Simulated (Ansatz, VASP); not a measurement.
Two plane-wave programs on SnO

The input INCAR:

```
SYSTEM = SnO
ALGO = Normal
EDIFF = 1E-6
ENCUT = 520
GGA = PS
ISIF = 2
ISMEAR = 0
LASPH = .TRUE.
LCHARG = .TRUE.
LELF = .TRUE.
LREAL = .FALSE.
LVHAR = .TRUE.
LWAVE = .FALSE.
NBANDS = 28
NELM = 100
PREC = Accurate
SIGMA = 0.15
```

The input KPOINTS:

```
k-points
0
G
  12 12 10
  0 0 0
```

File POSCAR:

```
SnO
1.0
    3.8020000000      0.0190100000      0.0000000000
    0.0190100000      3.8020000000      0.0000000000
    0.0000000000      0.0000000000      4.8360000000
Sn O
2 2
Direct
    0.0000000000      0.5000000000      0.2385000000
    0.5000000000      0.0000000000      0.7615000000
    0.0000000000      0.0000000000      0.0000000000
    0.5000000000      0.5000000000      0.0000000000
```

Input for Ansatz:

```yaml
crystal:
  lattice:
    - [3.802, 0.01901, 0.0]
    - [0.01901, 3.802, 0.0]
    - [0.0, 0.0, 4.836]
  atoms:
    - { symbol: Sn, position: [0.0, 0.5, 0.2385] }
    - { symbol: Sn, position: [0.5, 0.0, 0.7615] }
    - { symbol: O, position: [0.0, 0.0, 0.0] }
    - { symbol: O, position: [0.5, 0.5, 0.0] }
basis:
  ecutwfc: 420
kpoints:
  mp_grid: { grid: [12, 12, 10] }
hamiltonian:
  xc: pbesol
scf:
  occupations: { method: gaussian, width: 0.15 }
output:
  forces: true
  stress: true
  eigenvalues: true
```

Change from the starting cell: strain +0.0100 x Voigt [0, 0, 0, 0, 0, 1], atoms carried along.

Alike in both runs: task single point; functional PBEsol; k mesh 12 × 12 × 10; occupations gaussian, width 0.15 eV; no spin polarisation.

|  | VASP | Ansatz |
| --- | --- | --- |
| version | VASP 6.6.1 | Ansatz 0.2.0 |
| potentials or method | VASP PAW PBE potentials, release 64 (Sn_d, O), cutoff 520 eV | scalar-relativistic, plane waves, PAW |
| valence electrons in the cell | 40 | 40 |

Ansatz gave:

```
gap on the k mesh at the Fermi level (eV)                     : none
pressure (GPa)                                                : 0.0
traceless stress, the component that is largest in VASP (GPa) : -0.84
rms of the force components (eV/Å)                            : 0.025
```

Problem. What did VASP give for the same quantities?

Solution. gap on the k mesh at the Fermi level (eV): none; pressure (GPa): 0.2; traceless stress, the component that is largest in VASP (GPa): -0.83; rms of the force components (eV/Å): 0.060.

VASP's potentials were made for PBE, not for PBEsol. Atom by atom the forces differ by 0.035 eV/Å (rms over components). A gap of «none» marks a metal or a gap that the smearing closes.
